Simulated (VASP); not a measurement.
C, 2 atoms in the cell. The cell holds a slab with vacuum, 2 atoms: a = 2.456 Å, b = 2.456 Å, c = 8.524 Å, α = 90.00°, β = 90.00°, γ = 120.00°. 

- Program: VASP 6.6.1
- Task: single point
- Functional: PBEsol
- Dispersion: D3(BJ)
- Potentials or basis: VASP PAW PBE potentials, release 64 (C)
- Cutoff: 600 eV
- k mesh: 11 × 11 × 3
- Occupations: methfessel-paxton, width 0.025 eV
- Spin: no spin polarisation
- Dipole correction: no
- Further INCAR settings: ALGO = Normal; EDIFF = 1e-06; NBANDS = 11

Potentials or basis: VASP PAW PBE potentials, release 64 (C).

The run is started by

```bash
$ cat potpaw_PBE.64/C/POTCAR > POTCAR
$ mpirun -np 1 vasp_std > vasp.out
```

Hardware: 1 thread of Intel(R) Xeon(R) Platinum 8488C (Sapphire Rapids), with other jobs on the host.

Q: Estimate the wall time of this run.

A: Wall time 20 s on 1 thread of Intel(R) Xeon(R) Platinum 8488C (Sapphire Rapids) (shared host), peak memory 0.17 GiB. Counts: scf iterations 15, k points 32.
